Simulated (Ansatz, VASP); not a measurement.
## Two plane-wave programs on ZnMo3

Contents of INCAR:

```
PREC = Accurate
ENCUT = 520
EDIFF = 1E-7
ISMEAR = 1
SIGMA = 0.1
LREAL = F
LASPH = T
NELM = 100
ALGO = Normal
ISIF = 2
LWAVE = F
LCHARG = T
GGA = PE
LELF = T
LVHAR = T
NBANDS = 35
```

Contents of KPOINTS:

```
regular mesh
0
Gamma
  6 6 6
```

The input POSCAR:

```
ZnMo3
1.0
    3.9950435558      0.0000000000      0.0000000000
    0.0000000000      3.9950435558      0.0000000000
    0.0000000000      0.0000000000      3.9950435558
Zn Mo
1 3
Direct
    0.0000000000      0.0000000000      0.0000000000
    0.0000000000      0.5000000000      0.5000000000
    0.5000000000      0.0000000000      0.5000000000
    0.5000000000      0.5000000000      0.0000000000
```

Input for Ansatz:

```yaml
crystal:
  lattice:
    - [3.995043555811147, 0.0, 0.0]
    - [0.0, 3.995043555811147, 0.0]
    - [0.0, 0.0, 3.995043555811147]
  atoms:
    - { symbol: Zn, position: [0.0, 0.0, 0.0] }
    - { symbol: Mo, position: [0.0, 0.5, 0.5] }
    - { symbol: Mo, position: [0.5, 0.0, 0.5] }
    - { symbol: Mo, position: [0.5, 0.5, 0.0] }
basis:
  ecutwfc: 470.0
kpoints:
  mp_grid:
    grid: [6, 6, 6]
hamiltonian:
  xc: pbe
scf:
  occupations:
    method: methfessel_paxton
output:
  stress: true
```

Alike in both runs: task single point; functional PBE; k mesh 6 × 6 × 6; no spin polarisation.

|  | VASP | Ansatz |
| --- | --- | --- |
| version | VASP 6.6.1 | Ansatz 0.2.0 |
| potentials or method | VASP PAW PBE potentials, release 64 (Zn, Mo_sv), cutoff 520 eV | plane waves, PAW |
| occupations | methfessel-paxton of order 1, width 0.1 eV | methfessel-paxton of order 1 |
| valence electrons in the cell | 54 | 54 |

Ansatz gave:

| Property | Result |
| --- | --- |
| pressure (GPa) | -9.1 |

Q: Which values does VASP return?

A: Pressure (GPa): -8.6.
